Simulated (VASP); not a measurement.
# Sb (Im-3m) in VASP: a series of runs

Runs on Sb. Level: r2SCAN. Tasks: single point, relaxation of cell and atoms.

All numbers are computed with VASP 6.6.1; they aren't measurements. Logs are shortened: lines on timing, memory, paths and dates and some standing lists are left out, and cuts for length are marked.

### 1 The cell of the first run

Symmetry: Im-3m, No. 229, cubic system. Conventional cell: a = 3.763 Å, b = 3.763 Å, c = 3.763 Å, α = 90.00°, β = 90.00°, γ = 90.00°. Sb (site symmetry m-3m) has 14 Sb at 3.26 to 3.76 Å within 4.3 Å.

This isn't the form of Sb at room conditions, which is rhombohedral.

### 2 Single point, r2SCAN

File POSCAR:

```
Sb
1.0
   -1.8813589878      1.8813589878      1.8813589878
    1.8813589878     -1.8813589878      1.8813589878
    1.8813589878      1.8813589878     -1.8813589878
Sb
1
Direct
    0.0000000000      0.0000000000      0.0000000000
```

File INCAR.step1:

```
PREC = Accurate
ENCUT = 550
ISMEAR = -1
SIGMA = 0.1
LREAL = False
LASPH = True
NELM = 120
NBANDS = 8
GGA = PE
ALGO = Normal
EDIFF = 1E-5
LWAVE = True
LCHARG = False
GGA_COMPAT = False
```

File INCAR.step2:

```
PREC = Accurate
ENCUT = 550
EDIFF = 1E-6
ISMEAR = -1
SIGMA = 0.1
LREAL = False
LASPH = True
NELM = 120
ALGO = Normal
ISIF = 2
LWAVE = False
LCHARG = True
METAGGA = R2SCAN
LMIXTAU = True
LELF = True
LVHAR = True
NBANDS = 8
ISTART = 1
GGA_COMPAT = False
```

File KPOINTS:

```
Automatic mesh
0
Gamma
  5 5 5
```

Potentials or basis: VASP PAW PBE potentials, release 64 (Sb).

Command:

```bash
cat potpaw_PBE.64/Sb/POTCAR > POTCAR
cp INCAR.step1 INCAR
mpirun -np 1 vasp_std > vasp.out
cp INCAR.step2 INCAR
mpirun -np 1 vasp_std > vasp.out
```

OUTCAR:

```text
PREC = Accurate
   ENCUT = 550
   EDIFF = 1E-6
   ISMEAR = -1
   LREAL = False
   LASPH = True
   NELM = 120
   ISIF = 2
   METAGGA = R2SCAN
   ISTART = 1

 ion  position               nearest neighbor table
   1  0.000  0.000  0.000-

  LATTYP: Found a body centered cubic cell.
 ALAT       =     3.7627179756

  Lattice vectors:

 A1 = (  -1.8813589878,   1.8813589878,   1.8813589878)
 A2 = (   1.8813589878,  -1.8813589878,   1.8813589878)
 A3 = (   1.8813589878,   1.8813589878,  -1.8813589878)

Analysis of symmetry for initial positions (statically):
=====================================================================
 Subroutine PRICEL returns:
 Original cell was already a primitive cell.

 Routine SETGRP: Setting up the symmetry group for a
 body centered cubic supercell.

 Subroutine GETGRP returns: Found 48 space group operations
 (whereof 48 operations were pure point group operations)
 out of a pool of 48 trial point group operations.

The static configuration has the point symmetry O_h .

Analysis of symmetry for dynamics (positions and initial velocities):
=====================================================================
 Subroutine PRICEL returns:
 Original cell was already a primitive cell.

 Routine SETGRP: Setting up the symmetry group for a
 body centered cubic supercell.

 Subroutine GETGRP returns: Found 48 space group operations
 (whereof 48 operations were pure point group operations)
 out of a pool of 48 trial point group operations.

The dynamic configuration has the point symmetry O_h .

 Subroutine INISYM returns: Found 48 space group operations
 (whereof 48 operations are pure point group operations),
 and found     1 'primitive' translations

----------------------------------------------------------------------------------------

                                     Primitive cell

  volume of cell :      26.6364

  direct lattice vectors                    reciprocal lattice vectors
    -1.881358988  1.881358988  1.881358988     0.000000000  0.265765334  0.265765334
     1.881358988 -1.881358988  1.881358988     0.265765334  0.000000000  0.265765334
     1.881358988  1.881358988 -1.881358988     0.265765334  0.265765334  0.000000000

  length of vectors
     3.258609354  3.258609354  3.258609354     0.375848940  0.375848940  0.375848940

  position of ions in fractional coordinates (direct lattice)
[... 62 lines left out ...]
   EDIFF  = 0.1E-05   stopping-criterion for ELM
   LREAL  =      F    real-space projection
   EDIFFG = 0.1E-04   stopping-criterion for IOM
   NSW    =      0    number of steps for IOM
   IBRION =     -1    ionic relax: 0-MD 1-quasi-New 2-CG
   NFREE  =      0    steps in history (QN), initial steepest desc. (CG)
   ISIF   =      2    stress and relaxation
   ISYM   =      2    0-nonsym 1-usesym 2-fastsym
   POTIM  = 0.5000    time-step for ionic-motion
   TEBEG  =    0.0;   TEEND  =   0.0 temperature during run
   PSTRESS=    0.0 pullay stress
   NELECT =       5.0000    total number of electrons
   NUPDOWN=      -1.0000    fix difference up-down
   EMIN   =  10.00;   EMAX   =-10.00  energy-range for DOS
   EFERMI =   0.00;   METHOD = LEGACY
   ISMEAR =    -1;   SIGMA  =   0.10  broadening in eV -4-tet -1-fermi 0-gaus
   EFERMI_NEDOS =   21; number of points for ismear=-14 and -15
   IALGO  =     38    algorithm
   IMIX   =      4    mixing-type and parameters
     AMIX     =   0.40;   BMIX     =  1.00
     AMIX_MAG =   1.60;   BMIX_MAG =  1.00
  volume/ion in A,a.u.               =      26.64       179.75
  Fermi-wavevector in a.u.,A,eV,Ry     =   0.937360  1.771354 11.954679  0.878644
  Thomas-Fermi vector in A             =   2.064463
   LORBIT       =      0    0 simple, 1 ext, 2 COOP (PROOUT), +10 PAW based schemes
   METAGGA = R2SCAN    functional components
   LHFCALC =     F    Hartree Fock is set to
   AEXX    =    0.0000 exact exchange contribution
   IVDW    =     0    specifies the selected vdW correction
   LEPSILON=     F    determine dielectric tensor
   LRPA    =     F    only Hartree local field effects (RPA)
 non-spin polarized calculation
  energy-cutoff  :      550.00
  volume of cell :       26.64
 maximum number of plane-waves:       791
 NGX is ok and might be reduce to    28
   NGX = 13   NGY = 13   NGZ = 13

 number of electron       5.0000000 magnetization

 Free energy of the ion-electron system (eV)
  ---------------------------------------------------
  ext. energy  EPLUGINS =         0.00000000
  ---------------------------------------------------
  free energy    TOTEN  =       -25.35121179 eV

  energy without entropy =      -25.29987389  energy(sigma->0) =      -25.32554284

 E-fermi :   8.5883     XC(G=0): -10.8247

 val. band max:        8.5701515525   @ k =  -0.4000   0.4000   0.2000
 cond. band min:       8.6499436966   @ k =   0.2000   0.2000   0.0000
 fundamental gap:      0.0797921441
 Fermi energy:         8.5882978442

 k-point     1 :       0.0000    0.0000    0.0000
  band No.  band energies     occupation
      1      -5.0194      2.00000
      2      14.3886      0.00000
      3      14.3886      0.00000
      4      14.3886      0.00000
      5      19.5138      0.00000
      6      19.5138      0.00000
      7      19.5138      0.00000
      8      21.1994      0.00000
[... 89 lines left out ...]
 k-point    10 :      -0.4000    0.4000    0.4000
  band No.  band energies     occupation
      1       1.4542      2.00000
      2       6.5548      2.00000
      3       6.7766      2.00000
      4       6.7766      2.00000
      5      12.2644      0.00000
      6      14.3164      0.00000
      7      24.3570      0.00000
      8      25.0797      0.00000

------------------------ aborting loop because EDIFF is reached ----------------------------------------

  FORCE on cell =-STRESS in cart. coord.  units (eV):
  Direction    XX          YY          ZZ          XY          YZ          ZX
  --------------------------------------------------------------------------------------
  -------------------------------------------------------------------------------------
  Total       -0.0142426     -0.0142426     -0.0142426      0.0000000     -0.0000000     -0.0000000
  in kB       -0.8566938     -0.8566938     -0.8566938      0.0000000     -0.0000000     -0.0000000
  external PRESSURE =      -0.8566938 kB  Pullay stress =       0.0000000 kB

 VOLUME and BASIS-vectors are now :
 -----------------------------------------------------------------------------
  energy-cutoff  :      550.00
  volume of cell :       26.64
      direct lattice vectors                 reciprocal lattice vectors
    -1.881358988  1.881358988  1.881358988     0.000000000  0.265765334  0.265765334
     1.881358988 -1.881358988  1.881358988     0.265765334  0.000000000  0.265765334
     1.881358988  1.881358988 -1.881358988     0.265765334  0.265765334  0.000000000

 POSITION                                       TOTAL-FORCE (eV/Angst)
 -----------------------------------------------------------------------------------
      0.00000      0.00000      0.00000         0.000000     -0.000000     -0.000000
 -----------------------------------------------------------------------------------
    total drift:                               -0.000000      0.000000     -0.000000

  FREE ENERGIE OF THE ION-ELECTRON SYSTEM (eV)
  ---------------------------------------------------
  free  energy   TOTEN  =       -25.3512117890 eV

  energy  without entropy=      -25.2998738883  energy(sigma->0) =      -25.32554284
```

OUTCAR.step1:

```text
PREC = Accurate
   ENCUT = 550
   ISMEAR = -1
   LREAL = False
   LASPH = True
   NELM = 120
[... 308 lines left out ...]
 POSITION                                       TOTAL-FORCE (eV/Angst)
 -----------------------------------------------------------------------------------
      0.00000      0.00000      0.00000         0.000000      0.000000      0.000000
 -----------------------------------------------------------------------------------
    total drift:                                0.000000      0.000000     -0.000000

  FREE ENERGIE OF THE ION-ELECTRON SYSTEM (eV)
  ---------------------------------------------------
  free  energy   TOTEN  =        -3.9057283348 eV

  energy  without entropy=       -3.8529244318  energy(sigma->0) =       -3.87932638
```

OSZICAR.step1:

```text
N       E                     dE             d eps       ncg     rms          rms(c)
DAV:   1     0.412771028766E+01    0.41277E+01   -0.15744E+03   160   0.429E+02
DAV:   2    -0.383973777826E+01   -0.79674E+01   -0.76815E+01   248   0.520E+01
DAV:   3    -0.390956445331E+01   -0.69827E-01   -0.69556E-01   184   0.544E+00
DAV:   4    -0.390978359284E+01   -0.21914E-03   -0.21913E-03   224   0.382E-01
DAV:   5    -0.390978418866E+01   -0.59582E-06   -0.59641E-06   200   0.171E-02    0.178E+00
DAV:   6    -0.390704707760E+01    0.27371E-02   -0.22771E-03   176   0.249E-01    0.102E+00
DAV:   7    -0.390570257892E+01    0.13445E-02   -0.48412E-03   176   0.361E-01    0.681E-02
DAV:   8    -0.390572784403E+01   -0.25265E-04   -0.79309E-05   200   0.672E-02    0.543E-03
DAV:   9    -0.390572833485E+01   -0.49082E-06   -0.95182E-07   152   0.713E-03
   1 F= -.39057283E+01 E0= -.38793264E+01  d E =-.528039E-01
```

Wall time 40 s (1 thread of Intel Xeon 8259CL, shared host); peak memory 0.16 GiB.

What came out:

| Property | Result |
| --- | --- |
| Free energy | -25.3512 eV |
| Pressure | -0.1 GPa |
| Band gap on the k mesh | zero (an odd number of electrons rules out a gap without spin polarisation) |

Levels at points of the mesh, in eV from the Fermi level:
```
           k point  band 1  band 2  band 3  band 4  band 5  band 6
(0.00, 0.00, 0.00)  -13.61    5.80    5.80    5.80   10.93   10.93
```

Caveat: the k points lie up to 0.47 Å⁻¹ apart, too coarse for converged energies and pressures of a metal; the PAW data sets were made with another functional, which shifts forces and pressure a little; spin-orbit coupling is left out, which moves the levels of the heavy elements.

### 3 Single point, r2SCAN

This run uses another cell than the first one, of 27.66 Å³/atom.

File POSCAR:

```
Sb
1.0
   -1.9050986989      1.9050986989      1.9050986989
    1.9050986989     -1.9050986989      1.9050986989
    1.9050986989      1.9050986989     -1.9050986989
Sb
1
Direct
    0.0000000000      0.0000000000      0.0000000000
```

File INCAR.step1:

```
SYSTEM = Sb
ALGO = Normal
EDIFF = 1E-5
ENCUT = 550
GGA = PE
GGA_COMPAT = .False.
ISMEAR = -1
LASPH = .True.
LCHARG = .False.
LREAL = .False.
LWAVE = .True.
NBANDS = 8
NELM = 120
PREC = Accurate
SIGMA = 0.1
```

File INCAR.step2:

```
SYSTEM = Sb
ALGO = Normal
EDIFF = 1E-6
ENCUT = 550
GGA_COMPAT = .False.
ISIF = 2
ISMEAR = -1
ISTART = 1
LASPH = .True.
LCHARG = .False.
LMIXTAU = .True.
LREAL = .False.
LWAVE = .False.
METAGGA = R2SCAN
NBANDS = 8
NELM = 120
PREC = Accurate
SIGMA = 0.1
```

File KPOINTS:

```
Automatic mesh
0
Gamma
  5 5 5
  0.5 0.5 0.5
```

Potentials or basis: VASP PAW PBE potentials, release 64 (Sb).

Command:

```bash
cat potpaw_PBE.64/Sb/POTCAR > POTCAR
cp INCAR.step1 INCAR
mpirun -np 1 vasp_std > vasp.out
cp INCAR.step2 INCAR
mpirun -np 1 vasp_std > vasp.out
```

OUTCAR:

```text
SYSTEM = Sb
   EDIFF = 1E-6
   ENCUT = 550
   ISIF = 2
   ISMEAR = -1
   ISTART = 1
   LASPH = .True.
   LREAL = .False.
   METAGGA = R2SCAN
   NELM = 120
   PREC = Accurate

 ion  position               nearest neighbor table
   1  0.000  0.000  0.000-

  LATTYP: Found a body centered cubic cell.
 ALAT       =     3.8101973978

  Lattice vectors:

 A1 = (  -1.9050986989,   1.9050986989,   1.9050986989)
 A2 = (   1.9050986989,  -1.9050986989,   1.9050986989)
 A3 = (   1.9050986989,   1.9050986989,  -1.9050986989)

Analysis of symmetry for initial positions (statically):
=====================================================================
 Subroutine PRICEL returns:
 Original cell was already a primitive cell.

 Routine SETGRP: Setting up the symmetry group for a
 body centered cubic supercell.

 Subroutine GETGRP returns: Found 48 space group operations
 (whereof 48 operations were pure point group operations)
 out of a pool of 48 trial point group operations.

The static configuration has the point symmetry O_h .

[... 143 lines left out ...]
 E-fermi :   8.0425     XC(G=0): -10.6305

 val. band max:        8.0396614914   @ k =   0.3000   0.1000   0.1000
 cond. band min:       8.0634000055   @ k =   0.5000   0.5000   0.3000
 fundamental gap:      0.0237385141
 Fermi energy:         8.0424512617

 k-point     1 :       0.1000    0.1000    0.1000
  band No.  band energies     occupation
      1      -3.9110      2.00000
      2       8.3017      0.13924
      3      10.9820      0.00000
      4      10.9820      0.00000
      5      18.0535      0.00000
      6      18.0535      0.00000
      7      20.8512      0.00000
      8      20.9729      0.00000
[... 89 lines left out ...]
 k-point    10 :       0.5000    0.5000    0.5000
  band No.  band energies     occupation
      1       2.3026      2.00000
      2       5.8980      2.00000
      3       5.8980      2.00000
      4       5.8980      2.00000
      5      11.4942      0.00000
      6      11.4942      0.00000
      7      26.2534      0.00000
      8      26.2534      0.00000

------------------------ aborting loop because EDIFF is reached ----------------------------------------

  FORCE on cell =-STRESS in cart. coord.  units (eV):
  Direction    XX          YY          ZZ          XY          YZ          ZX
  --------------------------------------------------------------------------------------
  -------------------------------------------------------------------------------------
  Total       -0.0173265     -0.0173265     -0.0173265     -0.0000000     -0.0000000     -0.0000000
  in kB       -1.0037102     -1.0037102     -1.0037102     -0.0000000     -0.0000000     -0.0000000
  external PRESSURE =      -1.0037102 kB  Pullay stress =       0.0000000 kB

 VOLUME and BASIS-vectors are now :
 -----------------------------------------------------------------------------
  energy-cutoff  :      550.00
  volume of cell :       27.66
      direct lattice vectors                 reciprocal lattice vectors
    -1.905098699  1.905098699  1.905098699     0.000000000  0.262453594  0.262453594
     1.905098699 -1.905098699  1.905098699     0.262453594  0.000000000  0.262453594
     1.905098699  1.905098699 -1.905098699     0.262453594  0.262453594  0.000000000

 POSITION                                       TOTAL-FORCE (eV/Angst)
 -----------------------------------------------------------------------------------
      0.00000      0.00000      0.00000        -0.000000     -0.000000      0.000000
 -----------------------------------------------------------------------------------
    total drift:                                0.000000     -0.000000     -0.000000

  FREE ENERGIE OF THE ION-ELECTRON SYSTEM (eV)
  ---------------------------------------------------
  free  energy   TOTEN  =       -25.2751742249 eV

  energy  without entropy=      -25.2245486511  energy(sigma->0) =      -25.24986144
```

It took 43 s on 1 thread of Intel Xeon 8259CL, shared host; peak memory 0.16 GiB.

What came out:

| Property | Result |
| --- | --- |
| Free energy | -25.2752 eV |
| Pressure | -0.1 GPa |
| Band gap on the k mesh | zero (an odd number of electrons rules out a gap without spin polarisation) |

Caveat: the k points lie up to 0.47 Å⁻¹ apart, too coarse for converged energies and pressures of a metal; the PAW data sets were made with another functional, which shifts forces and pressure a little; spin-orbit coupling is left out, which moves the levels of the heavy elements.

[end of part 1 of 2]
